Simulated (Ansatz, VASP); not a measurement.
**One calculation of Ba3Si, two programs**

Contents of INCAR:

```
SYSTEM = Ba3Si
PREC = Accurate
ENCUT = 520
EDIFF = 1E-7
ISMEAR = 0
SIGMA = 0.05
LREAL = .False.
LASPH = .True.
NELM = 80
ALGO = Fast
ISIF = 2
LWAVE = .False.
LCHARG = .False.
GGA = PE
NBANDS = 25
```

File KPOINTS:

```
regular mesh
0
Gamma
  6 6 6
  0 0 0
```

File POSCAR:

```
Ba3Si
1.0
    5.4190085219      0.0000000000      0.0000000000
    0.0000000000      5.4190085219      0.0000000000
    0.0000000000      0.0000000000      5.4190085219
Ba Si
3 1
Direct
    0.0000000000      0.5000000000      0.5000000000
    0.5000000000      0.5000000000      0.0000000000
    0.5000000000      0.0000000000      0.5000000000
    0.0000000000      0.0000000000      0.0000000000
```

Input for Ansatz:

```yaml
crystal:
  lattice:
    - [5.4190085219, 0.0, 0.0]
    - [0.0, 5.4190085219, 0.0]
    - [0.0, 0.0, 5.4190085219]
  atoms:
    - { symbol: Ba, position: [0.0, 0.5, 0.5] }
    - { symbol: Ba, position: [0.5, 0.5, 0.0] }
    - { symbol: Ba, position: [0.5, 0.0, 0.5] }
    - { symbol: Si, position: [0.0, 0.0, 0.0] }
basis:
  ecutwfc: 420
  ecutrho_ratio: 4
kpoints:
  mp_grid: { grid: [6, 6, 6] }
hamiltonian:
  xc: pbe
scf:
  occupations: { method: gaussian, width: 0.05 }
output:
  forces: true
  stress: true
  eigenvalues: true
```

Alike in both runs: task single point; functional PBE; k mesh 6 × 6 × 6; occupations gaussian, width 0.05 eV; no spin polarisation.

|  | VASP | Ansatz |
| --- | --- | --- |
| version | VASP 6.6.1 | Ansatz 0.2.0 |
| potentials or method | VASP PAW PBE potentials, release 64 (Ba_sv, Si), cutoff 520 eV | scalar-relativistic, plane waves, PAW |
| valence electrons in the cell | 34 | 34 |

VASP gave:

```
gap on the k mesh at the Fermi level (eV) : none
pressure (GPa)                            : 0.0
```

What did Ansatz give for the same quantities?

gap on the k mesh at the Fermi level (eV): none; pressure (GPa): -0.3.

A gap of «none» marks a metal or a gap that the smearing closes.

Spin-orbit coupling is off throughout.
